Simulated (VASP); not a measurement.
Al3GaN4: single point with r2SCAN

The system is Al3GaN4.

```
Al Ga N
1.0
     0.00000   -4.40124    0.00000
     0.00000    0.00000   -4.40124
    14.80247    0.00000    0.00000
Al Ga N
6 2 8
Direct
  0.50000 0.00000 0.55833
  0.50000 0.00000 0.26100
  0.00000 0.50000 0.55833
  0.00000 0.50000 0.26100
  0.50000 0.50000 0.11233
  0.50000 0.50000 0.40966
  0.00000 0.00000 0.11233
  0.00000 0.00000 0.40966
  0.25554 0.74446 0.03635
  0.25554 0.74446 0.33368
  0.74446 0.25554 0.03635
  0.74446 0.25554 0.33368
  0.25554 0.25554 0.48564
  0.25554 0.25554 0.18831
  0.74446 0.74446 0.48564
  0.74446 0.74446 0.18831
```

This cell differs from its parent crystal: the distance across one plane changed.

* Program: VASP 6.6.1
* Task: single point
* Functional: r2SCAN
* Potentials or basis: VASP PAW PBE potentials, release 64 (Al, Ga_d, N)
* Cutoff: 520 eV
* k mesh: 5 × 5 × 3
* Occupations: gaussian, width 0.05 eV
* Spin: no spin polarisation
* Dipole correction: no
* Further INCAR settings: LREAL = Auto; ALGO = Normal; EDIFF = 1e-06; NBANDS = 56

```
Pressure               : -1.2 GPa
Largest force          : 2.197 eV/Å
Band gap on the k mesh : zero (bands 42 and 43 overlap by 0.04 eV)
```

Forces in eV/Å, atoms in the order of the input:
```
Al   0.301  0.000  0.000
Al  -0.951  0.000  0.000
Al   0.301  0.000  0.000
Al  -0.951  0.000  0.000
Al  -1.576  0.000  0.000
Al  -0.766  0.000  0.000
Ga  -2.197  0.000  0.000
Ga  -0.772  0.000  0.000
N    1.437  0.169 -0.169
N    0.729 -0.043  0.043
N    1.437 -0.169  0.169
N    0.729  0.043 -0.043
N    0.149 -0.193 -0.193
N    0.990 -0.114 -0.114
N    0.149  0.193  0.193
N    0.990  0.114  0.114
```

Stress tensor (GPa, compression positive):
```
-1.28  0.00  0.00
 0.00 -1.11 -0.99
 0.00 -0.99 -1.11
```

Levels at points of the mesh, in eV from the Fermi level:
| k point | band 40 | band 41 | band 42 | band 43 | band 44 | band 45 |
| --- | --- | --- | --- | --- | --- | --- |
| (0.00, 0.00, 0.00) | -0.56 | -0.38 | -0.12 | 0.04 | 1.08 | 2.06 |

It took 29 min on 1 thread of Intel(R) Xeon(R) Platinum 8488C (Sapphire Rapids), on a shared host, peak memory 0.5 GiB.

Caveat: the cell differs from its parent crystal (the distance across one plane changed); semilocal functionals underestimate gaps, and a narrow one can read as zero; the PAW data sets were made with another functional, which shifts forces and pressure a little.
